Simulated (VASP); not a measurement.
A run of VASP 6.6.1:

INCAR

```
  PREC = Accurate
  ENCUT = 520
  EDIFF = 1E-6
  ISMEAR = 0
  SIGMA = 0.1
  LREAL = F
  LASPH = T
  NELM = 80
  ALGO = Normal
  ISIF = 2
  LWAVE = F
  LCHARG = F
  GGA = PE
  NBANDS = 33
```

Contents of KPOINTS:

```
regular mesh
0
Gamma
  8 8 8
```

File POSCAR:

```
ZnSn2N2
1.0
    3.1970465163     -3.3976586476      0.0000000000
    3.1970465163      3.3976586476      0.0000000000
    0.0000000000      0.0000000000      5.6836110450
Zn Sn N
1 2 2
Direct
    0.5000000000      0.5000000000      0.0000000000
    0.0000000000      0.0000000000      0.5000000000
    0.5000000000      0.5000000000      0.5000000000
    0.9167260081      0.0832739919      0.0000000000
    0.0832739919      0.9167260081      0.0000000000
```

Potentials or basis: VASP PAW PBE potentials, release 64 (Zn, Sn_d, N).

Launch:

```console
$ cat potpaw_PBE.64/Zn/POTCAR potpaw_PBE.64/Sn_d/POTCAR potpaw_PBE.64/N/POTCAR > POTCAR
$ mpirun -np 1 vasp_std > vasp.out
```

Hardware: 1 thread of Intel Xeon 8259CL, on a shared host.

**Question.** How long does it take, and how much memory?

**Answer.** Run time: 6.1 min on 1 thread of Intel Xeon 8259CL, with other jobs on the host, peak memory 0.5 GiB. Counts: scf iterations 15, k points 105.
